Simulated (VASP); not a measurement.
# BiB (F-43m) in VASP: notebook

Aim: see how the results for BiB move with the level of theory and the settings. Levels: LDA, PBEsol. Tasks: single point.

Program: VASP 6.6.1. These are calculated values, not measurements. Logs are shortened: lines on timing, memory, paths and dates and some standing lists are left out, and cuts for length are marked.

### Step 1. The cell of the first run

Symmetry: F-43m, No. 216, cubic system. Conventional cell: a = 5.490 Å, b = 5.490 Å, c = 5.490 Å, α = 90.00°, β = 90.00°, γ = 90.00°. Within 3.1 Å of B (site symmetry -43m) lie 4 Bi at 2.38 Å. Bi (site symmetry -43m) has 4 B at 2.38 Å within 3.1 Å.

### Step 2. Single point, LDA

The input, INCAR:

```
SYSTEM = BiB
PREC = Accurate ; ENCUT = 500
EDIFF = 1E-6 ; ISMEAR = 0
SIGMA = 0.01 ; LREAL = .FALSE.
LASPH = .TRUE. ; NELM = 120
ALGO = Normal ; ISIF = 2
LWAVE = .FALSE. ; LCHARG = .FALSE.
GGA = CA ; NBANDS = 16
GGA_COMPAT = .FALSE.
```

The input, KPOINTS:

```
Automatic mesh
0
G
  4 4 4
  0 0 0
```

The input, POSCAR:

```
BiB
1.0
    0.0000000000      2.7448744688      2.7448744688
    2.7448744688      0.0000000000      2.7448744688
    2.7448744688      2.7448744688      0.0000000000
B Bi
1 1
Direct
    0.0000000000      0.0000000000      0.0000000000
    0.2500000000      0.2500000000      0.2500000000
```

Potentials or basis: VASP PAW LDA potentials, release 64 (B, Bi_d).

Command:

```console
> cat potpaw_LDA.64/B/POTCAR potpaw_LDA.64/Bi_d/POTCAR > POTCAR
> mpirun -np 1 vasp_std > vasp.out
```

OUTCAR:

```text
SYSTEM = BiB
   PREC = Accurate
   ENCUT = 500
   EDIFF = 1E-6
   ISMEAR = 0
   LREAL = .FALSE.
   LASPH = .TRUE.
   NELM = 120
   ISIF = 2
   GGA = CA

 ion  position               nearest neighbor table
   1  0.000  0.000  0.000-   2 2.38   2 2.38   2 2.38   2 2.38
   2  0.250  0.250  0.250-   1 2.38   1 2.38   1 2.38   1 2.38

  LATTYP: Found a face centered cubic cell.
 ALAT       =     5.4897489376

  Lattice vectors:

 A1 = (   0.0000000000,   2.7448744688,   2.7448744688)
 A2 = (   2.7448744688,   0.0000000000,   2.7448744688)
 A3 = (   2.7448744688,   2.7448744688,   0.0000000000)

Analysis of symmetry for initial positions (statically):
=====================================================================
 Subroutine PRICEL returns:
 Original cell was already a primitive cell.

 Routine SETGRP: Setting up the symmetry group for a
 face centered cubic supercell.

 Subroutine GETGRP returns: Found 24 space group operations
 (whereof 24 operations were pure point group operations)
 out of a pool of 48 trial point group operations.

The static configuration has the point symmetry T_d .

Analysis of symmetry for dynamics (positions and initial velocities):
=====================================================================
 Subroutine PRICEL returns:
 Original cell was already a primitive cell.

 Routine SETGRP: Setting up the symmetry group for a
 face centered cubic supercell.

 Subroutine GETGRP returns: Found 24 space group operations
 (whereof 24 operations were pure point group operations)
 out of a pool of 48 trial point group operations.

The dynamic configuration has the point symmetry T_d .

 Subroutine INISYM returns: Found 24 space group operations
 (whereof 24 operations are pure point group operations),
 and found     1 'primitive' translations

----------------------------------------------------------------------------------------

                                     Primitive cell

  volume of cell :      41.3616

  direct lattice vectors                    reciprocal lattice vectors
     0.000000000  2.744874469  2.744874469    -0.182157693  0.182157693  0.182157693
     2.744874469  0.000000000  2.744874469     0.182157693 -0.182157693  0.182157693
     2.744874469  2.744874469  0.000000000     0.182157693  0.182157693 -0.182157693

  length of vectors
     3.881838701  3.881838701  3.881838701     0.315506379  0.315506379  0.315506379

  position of ions in fractional coordinates (direct lattice)
     0.000000000  0.000000000  0.000000000
     0.250000000  0.250000000  0.250000000

  ion indices of the primitive-cell ions
   primitive index   ion index
                 1           1
                 2           2

----------------------------------------------------------------------------------------

 KPOINTS: Automatic mesh

Automatic generation of k-mesh.
 Grid dimensions read from file:
 generate k-points for:    4    4    4

 Generating k-lattice:

  Cartesian coordinates                     Fractional coordinates (reciprocal lattice)
    -0.045539423  0.045539423  0.045539423     0.250000000  0.000000000  0.000000000
     0.045539423 -0.045539423  0.045539423     0.000000000  0.250000000  0.000000000
     0.045539423  0.045539423 -0.045539423     0.000000000  0.000000000  0.250000000

  Length of vectors
     0.078876595  0.078876595  0.078876595

  Shift w.r.t. Gamma in fractional coordinates (k-lattice)
     0.000000000  0.000000000  0.000000000

 Subroutine IBZKPT returns following result:
 ===========================================

 Found      8 irreducible k-points:

 Following reciprocal coordinates:
            Coordinates               Weight
  0.000000  0.000000  0.000000      1.000000
  0.250000  0.000000  0.000000      8.000000
  0.500000  0.000000  0.000000      4.000000
  0.250000  0.250000  0.000000      6.000000
  0.500000  0.250000  0.000000     24.000000
 -0.250000  0.250000  0.000000     12.000000
  0.500000  0.500000  0.000000      3.000000
 -0.250000  0.500000  0.250000      6.000000
   k-points           NKPTS =      8   k-points in BZ     NKDIM =      8   number of bands    NBANDS=     16
   number of dos      NEDOS =    301   number of ions     NIONS =      2
   total plane-waves  NPLWV =  21952
   dimension x,y,z NGX =    28 NGY =   28 NGZ =   28
   dimension x,y,z NGXF=    56 NGYF=   56 NGZF=   56
   ions per type =               1   1
   NGX,Y,Z   is equivalent  to a cutoff of  11.99, 11.99, 11.99 a.u.
   NGXF,Y,Z  is equivalent  to a cutoff of  23.98, 23.98, 23.98 a.u.
 SYSTEM =  BiB
   PREC   = accura    normal or accurate (medium, high low for compatibility)
   ISTART =      0    job   : 0-new  1-cont  2-samecut
   ICHARG =      2    charge: 1-file 2-atom 10-const
   ISPIN  =      1    spin polarized calculation?
   LNONCOLLINEAR =      F non collinear calculations
   LSORBIT =      F    spin-orbit coupling
   LASPH  =      T    aspherical Exc in radial PAW
   ENCUT  =  500.0 eV  36.75 Ry    6.06 a.u.   7.08  7.08  7.08*2*pi/ulx,y,z
   NELM   =    120;   NELMIN=  2; NELMDL= -5     # of ELM steps
   EDIFF  = 0.1E-05   stopping-criterion for ELM
   LREAL  =      F    real-space projection
   EDIFFG = 0.1E-04   stopping-criterion for IOM
   NSW    =      0    number of steps for IOM
   IBRION =     -1    ionic relax: 0-MD 1-quasi-New 2-CG
   NFREE  =      0    steps in history (QN), initial steepest desc. (CG)
   ISIF   =      2    stress and relaxation
   ISYM   =      2    0-nonsym 1-usesym 2-fastsym
   POTIM  = 0.5000    time-step for ionic-motion
   TEBEG  =    0.0;   TEEND  =   0.0 temperature during run
   PSTRESS=    0.0 pullay stress
   NELECT =      18.0000    total number of electrons
   NUPDOWN=      -1.0000    fix difference up-down
   EMIN   =  10.00;   EMAX   =-10.00  energy-range for DOS
   EFERMI =   0.00;   METHOD = LEGACY
   ISMEAR =     0;   SIGMA  =   0.01  broadening in eV -4-tet -1-fermi 0-gaus
   EFERMI_NEDOS =   21; number of points for ismear=-14 and -15
   IALGO  =     38    algorithm
   IMIX   =      4    mixing-type and parameters
     AMIX     =   0.40;   BMIX     =  1.00
     AMIX_MAG =   1.60;   BMIX_MAG =  1.00
  volume/ion in A,a.u.               =      20.68       139.56
  Fermi-wavevector in a.u.,A,eV,Ry     =   1.240604  2.344402 20.940704  1.539098
  Thomas-Fermi vector in A             =   2.375038
   LORBIT       =      0    0 simple, 1 ext, 2 COOP (PROOUT), +10 PAW based schemes
   GGA     = CA    functional components
   LHFCALC =     F    Hartree Fock is set to
   AEXX    =    0.0000 exact exchange contribution
   IVDW    =     0    specifies the selected vdW correction
   LEPSILON=     F    determine dielectric tensor
   LRPA    =     F    only Hartree local field effects (RPA)
 non-spin polarized calculation
 Gauss-broadening in eV      SIGMA  =   0.01
  energy-cutoff  :      500.00
  volume of cell :       41.36
 maximum number of plane-waves:      1067
   NGX = 15   NGY = 15   NGZ = 15

 number of electron      18.0000009 magnetization

 Free energy of the ion-electron system (eV)
  ---------------------------------------------------
  ext. energy  EPLUGINS =         0.00000000
  ---------------------------------------------------
  free energy    TOTEN  =       -10.19846110 eV

  energy without entropy =      -10.19846110  energy(sigma->0) =      -10.19846110

 E-fermi :   7.1000     XC(G=0): -10.2935

 val. band max:        7.0035231540   @ k =   0.0000   0.0000   0.0000
 cond. band min:       7.3735016572   @ k =   0.0000   0.0000   0.0000
 fundamental gap:      0.3699785032
 Fermi energy:         7.1000448356

 k-point     1 :       0.0000    0.0000    0.0000
  band No.  band energies     occupation
      1     -16.1042      2.00000
      2     -16.1042      2.00000
      3     -16.1042      2.00000
      4     -16.0189      2.00000
      5     -16.0189      2.00000
      6      -7.1491      2.00000
      7       7.0035      2.00000
      8       7.0035      2.00000
      9       7.0035      2.00000
     10       7.3735      0.00000
     11       9.7406      0.00000
     12       9.7406      0.00000
     13       9.7406      0.00000
     14      13.0298      0.00000
     15      17.4061      0.00000
     16      17.4061      0.00000

 k-point     2 :       0.2500    0.0000    0.0000
  band No.  band energies     occupation
      1     -16.1008      2.00000
      2     -16.0865      2.00000
      3     -16.0865      2.00000
      4     -16.0146      2.00000
      5     -16.0146      2.00000
      6      -6.3803      2.00000
      7       2.3343      2.00000
      8       6.0100      2.00000
      9       6.0100      2.00000
     10       7.7765      0.00000
     11      10.8390      0.00000
     12      10.8390      0.00000
     13      11.6722      0.00000
     14      14.7341      0.00000
     15      16.2808      0.00000
     16      16.2808      0.00000

 k-point     3 :       0.5000    0.0000    0.0000
  band No.  band energies     occupation
      1     -16.0982      2.00000
      2     -16.0793      2.00000
      3     -16.0793      2.00000
      4     -15.9995      2.00000
      5     -15.9995      2.00000
      6      -5.1026      2.00000
      7      -0.6590      2.00000
      8       5.3894      2.00000
      9       5.3894      2.00000
     10       7.4261      0.00000
     11      11.1031      0.00000
     12      11.1031      0.00000
     13      12.8607      0.00000
     14      15.2460      0.00000
     15      18.1098      0.00000
     16      18.1098      0.00000

 k-point     4 :       0.2500    0.2500    0.0000
  band No.  band energies     occupation
      1     -16.1240      2.00000
      2     -16.0617      2.00000
      3     -16.0617      2.00000
      4     -16.0361      2.00000
      5     -16.0032      2.00000
      6      -6.1130      2.00000
      7       2.5894      2.00000
      8       4.7342      2.00000
      9       4.7342      2.00000
     10       8.0076      0.00000
     11       9.4764      0.00000
     12      12.7605      0.00000
     13      12.7605      0.00000
     14      13.9181      0.00000
     15      17.5126      0.00000
     16      19.1379      0.00000

 k-point     5 :       0.5000    0.2500    0.0000
  band No.  band energies     occupation
      1     -16.1134      2.00000
      2     -16.0563      2.00000
      3     -16.0462      2.00000
      4     -16.0278      2.00000
      5     -15.9964      2.00000
      6      -4.7779      2.00000
      7      -0.0616      2.00000
      8       2.9202      2.00000
      9       4.2943      2.00000
     10       8.4655      0.00000
     11      10.5791      0.00000
     12      12.8197      0.00000
     13      13.2207      0.00000
     14      15.5705      0.00000
     15      18.5498      0.00000
     16      18.9155      0.00000

 k-point     6 :      -0.2500    0.2500    0.0000
  band No.  band energies     occupation
      1     -16.0942      2.00000
      2     -16.0752      2.00000
      3     -16.0601      2.00000
      4     -16.0188      2.00000
      5     -16.0076      2.00000
      6      -5.2810      2.00000
      7       0.7175      2.00000
      8       2.7226      2.00000
      9       5.3071      2.00000
     10       8.9529      0.00000
     11      11.3146      0.00000
     12      11.8536      0.00000
     13      12.1744      0.00000
     14      15.8254      0.00000
     15      16.6750      0.00000
     16      18.1880      0.00000

 k-point     7 :       0.5000    0.5000    0.0000
  band No.  band energies     occupation
      1     -16.1431      2.00000
      2     -16.0562      2.00000
      3     -16.0182      2.00000
      4     -16.0182      2.00000
      5     -15.9876      2.00000
      6      -4.2022      2.00000
      7      -0.7288      2.00000
      8       3.5183      2.00000
      9       3.5183      2.00000
     10       7.8230      0.00000
     11       7.8823      0.00000
     12      15.1971      0.00000
     13      15.5341      0.00000
     14      15.5341      0.00000
     15      19.9679      0.00000
     16      20.1602      0.00000

 k-point     8 :      -0.2500    0.5000    0.2500
  band No.  band energies     occupation
      1     -16.0976      2.00000
      2     -16.0659      2.00000
      3     -16.0407      2.00000
      4     -16.0163      2.00000
      5     -16.0040      2.00000
      6      -4.1569      2.00000
      7      -0.3878      2.00000
      8       2.4056      2.00000
      9       2.8195      2.00000
     10      10.2898      0.00000
     11      10.8123      0.00000
     12      12.0196      0.00000
     13      12.9539      0.00000
     14      15.9412      0.00000
     15      18.6897      0.00000
     16      20.0083      0.00000

------------------------ aborting loop because EDIFF is reached ----------------------------------------

  FORCE on cell =-STRESS in cart. coord.  units (eV):
  Direction    XX          YY          ZZ          XY          YZ          ZX
  --------------------------------------------------------------------------------------
  -------------------------------------------------------------------------------------
  Total       -0.9585599     -0.9585599     -0.9585599     -0.0000000      0.0000000      0.0000000
  in kB      -37.1306344    -37.1306344    -37.1306344     -0.0000000      0.0000000      0.0000000
  external PRESSURE =     -37.1306344 kB  Pullay stress =       0.0000000 kB

 VOLUME and BASIS-vectors are now :
 -----------------------------------------------------------------------------
  energy-cutoff  :      500.00
  volume of cell :       41.36
      direct lattice vectors                 reciprocal lattice vectors
     0.000000000  2.744874469  2.744874469    -0.182157693  0.182157693  0.182157693
     2.744874469  0.000000000  2.744874469     0.182157693 -0.182157693  0.182157693
     2.744874469  2.744874469  0.000000000     0.182157693  0.182157693 -0.182157693

 POSITION                                       TOTAL-FORCE (eV/Angst)
 -----------------------------------------------------------------------------------
      0.00000      0.00000      0.00000        -0.000000      0.000000     -0.000000
      1.37244      1.37244      1.37244         0.000000     -0.000000      0.000000
 -----------------------------------------------------------------------------------
    total drift:                                0.000000      0.000000      0.000000

  FREE ENERGIE OF THE ION-ELECTRON SYSTEM (eV)
  ---------------------------------------------------
  free  energy   TOTEN  =       -10.1984611001 eV

  energy  without entropy=      -10.1984611001  energy(sigma->0) =      -10.19846110
```

It took 10 s on 1 thread of AMD EPYC 7R43 (Zen 3), shared host; peak memory 0.1 GiB.

Results:

```yaml
Free_energy: -10.1985 eV
Pressure: -3.7 GPa
Band_gap_on_the_k_mesh: 0.37 eV
```

Caveat: the k points lie up to 0.50 Å⁻¹ apart; spin-orbit coupling is left out, which moves the levels of the heavy elements.

### Step 3. Single point, PBEsol

The input, INCAR:

```
  PREC = Accurate
  ENCUT = 520
  EDIFF = 1E-7
  ISMEAR = 0
  SIGMA = 0.01
  LREAL = F
  LASPH = T
  NELM = 80
  ALGO = Normal
  ISIF = 2
  LWAVE = F
  LCHARG = F
  GGA = PS
  NBANDS = 16
```

The input, KPOINTS:

```
regular mesh
0
Gamma
  2 2 2
```

POSCAR is that of step 2.

Potentials or basis: VASP PAW PBE potentials, release 64 (B, Bi_d).

Command:

```console
> cat potpaw_PBE.64/B/POTCAR potpaw_PBE.64/Bi_d/POTCAR > POTCAR
> mpirun -np 1 vasp_std > vasp.out
```

Wall time 7.5 s (1 thread of Intel Xeon 8259CL, shared host); peak memory 0.16 GiB.

The run converged. Its results:

| Quantity | Value |
| --- | --- |
| Free energy | -6.9822 eV |
| Pressure | 1.8 GPa |
| Band gap on the k mesh | 0.32 eV |

Levels at points of the mesh, in eV from the valence-band top:
```
           k point  band 7  band 8  band 9  band 10  band 11  band 12
(0.00, 0.00, 0.00)    0.00    0.00    0.00     0.32     2.57     2.57
(0.50, 0.00, 0.00)   -7.80   -1.68   -1.68     0.34     3.95     3.95
(0.50, 0.50, 0.00)   -7.86   -3.59   -3.59     0.66     0.78     8.35
```

Caveat: the k points lie up to 0.99 Å⁻¹ apart; the PAW data sets were made with another functional, which shifts forces and pressure a little; spin-orbit coupling is left out, which moves the levels of the heavy elements.

### Step 4. Single point, PBEsol

The input, INCAR:

```
PREC     = Accurate       # precision mode
ENCUT    = 520            # plane-wave cutoff, eV
EDIFF    = 1E-6           # SCF threshold, eV
ISMEAR   = 0              # smearing method
SIGMA    = 0.01           # smearing width, eV
LREAL    = F              # projectors in reciprocal space
LASPH    = T              # aspherical terms in the spheres
NELM     = 80             # most SCF steps
ALGO     = Normal         # electronic algorithm
ISIF     = 2              # what is computed and relaxed
LWAVE    = F              # write WAVECAR
LCHARG   = T              # write CHGCAR
GGA      = PS             # functional
LELF     = T              # ELF
LVHAR    = T            
NBANDS   = 16             # bands
```

The input, KPOINTS:

```
regular mesh
0
Gamma
  4 4 4
```

POSCAR is that of step 3.

Command:

```console
> cat potpaw_PBE.64/B/POTCAR potpaw_PBE.64/Bi_d/POTCAR > POTCAR
> mpirun -np 1 vasp_std > vasp.out
```

Wall time 10 s (1 thread of Intel Xeon 8259CL, shared host); peak memory 0.16 GiB.

The run converged. Its results:

```yaml
Free_energy: -9.5402 eV
Pressure: -1.8 GPa
Band_gap_on_the_k_mesh: 0.30 eV
```

Levels at points of the mesh, in eV from the valence-band top:
| k point | band 5 | band 6 | band 7 | band 8 | band 9 | band 10 | band 11 | band 12 | band 13 | band 14 |
| --- | --- | --- | --- | --- | --- | --- | --- | --- | --- | --- |
| (0.00, 0.00, 0.00) | -23.01 | -14.20 | 0.00 | 0.00 | 0.00 | 0.30 | 2.74 | 2.74 | 2.74 | 6.02 |
| (0.50, 0.00, 0.00) | -22.99 | -12.14 | -7.72 | -1.62 | -1.62 | 0.38 | 4.10 | 4.10 | 5.90 | 8.30 |
| (0.50, 0.50, 0.00) | -22.98 | -11.22 | -7.82 | -3.50 | -3.50 | 0.79 | 0.86 | 8.29 | 8.62 | 8.62 |

Caveat: the k points lie up to 0.50 Å⁻¹ apart; the PAW data sets were made with another functional, which shifts forces and pressure a little; spin-orbit coupling is left out, which moves the levels of the heavy elements.

(Continued in part 2 of 2.)
